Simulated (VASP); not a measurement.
A run of VASP 6.6.1 is set up as follows.

The input INCAR:

```
  PREC = Accurate
  ENCUT = 520
  EDIFF = 1E-6
  ISMEAR = 0
  SIGMA = 0.1
  LREAL = False
  LASPH = True
  NELM = 150
  ALGO = Normal
  ISIF = 2
  LWAVE = False
  LCHARG = False
  ISPIN = 2
  MAGMOM = 0 0 0 1 1
  LORBIT = 11
  GGA = PE
  NBANDS = 22
```

The input KPOINTS:

```
regular mesh
0
Gamma
  6 6 6
```

POSCAR

```
Si3C2
1.0
    1.3604362900      0.7854482600     11.1079158000
   -1.3604362900      0.7854482600     11.1079158000
    0.0000000000     -1.5708965200     11.1079158000
Si C
3 2
Direct
    0.0000000000      0.0000000000      0.0000000000
    0.2000000000      0.2000000000      0.2000000000
    0.8000000000      0.8000000000      0.8000000000
    0.4000000000      0.4000000000      0.4000000000
    0.6000000000      0.6000000000      0.6000000000
```

Potentials or basis: VASP PAW PBE potentials, release 64 (Si, C).

Command:

```bash
$ cat potpaw_PBE.64/Si/POTCAR potpaw_PBE.64/C/POTCAR > POTCAR
$ mpirun -np 1 vasp_std > vasp.out
```

Problem. Predict the largest force.

Solution. 1.677 eV/Å.

Problem. What does it give for the band gap on the k mesh?

Solution. Zero (filled and empty bands overlap).

Problem. What does it give for the pressure?

Solution. -15.3 GPa.

Problem. What does it give for the net moment?

Solution. 0.00 μB per cell.

Forces in eV/Å, atoms in the order of the input:
```
Si   0.000  0.000  0.000
Si   0.000  0.000  1.677
Si   0.000  0.000 -1.677
C    0.000  0.000  0.253
C    0.000  0.000 -0.253
```

Caveat: the k points lie up to 0.45 Å⁻¹ apart, too coarse for converged energies and pressures of a metal; forces of over 1 eV/Å act on the atoms, so gaps and moduli don't describe the material at rest.
